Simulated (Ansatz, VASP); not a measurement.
**B in VASP and in Ansatz**

```xyz
2
Lattice="2.3697 0.0000 0.0000 0.0000 2.3697 0.0000 0.0000 0.0000 3.1635" Properties=species:S:1:pos:R:3 pbc="T T T"
B     1.1849    1.1849    2.3726
B     1.1849    1.1849    0.7909
```

Alike in both runs: functional PBE; k mesh 8 × 8 × 8; occupations gaussian, width 0.1 eV; no spin polarisation.

Ansatz relaxed the structure, and its values are those at the end. VASP's run is a single point on that final structure, the one shown.

|  | VASP | Ansatz |
| --- | --- | --- |
| version | VASP 6.6.1 | Ansatz 0.2.0 |
| potentials or method | VASP PAW PBE potentials, release 64 (B), cutoff 520 eV | scalar-relativistic, plane waves, PAW |
| valence electrons in the cell | 6 | 6 |

|  | VASP | Ansatz | Ansatz less VASP |
| --- | --- | --- | --- |
| gap on the k mesh at the Fermi level (eV) | none | none | - |
| pressure (GPa) | -0.1 | 0.0 | +0.09 |

A gap of «none» marks a metal or a gap that the smearing closes.
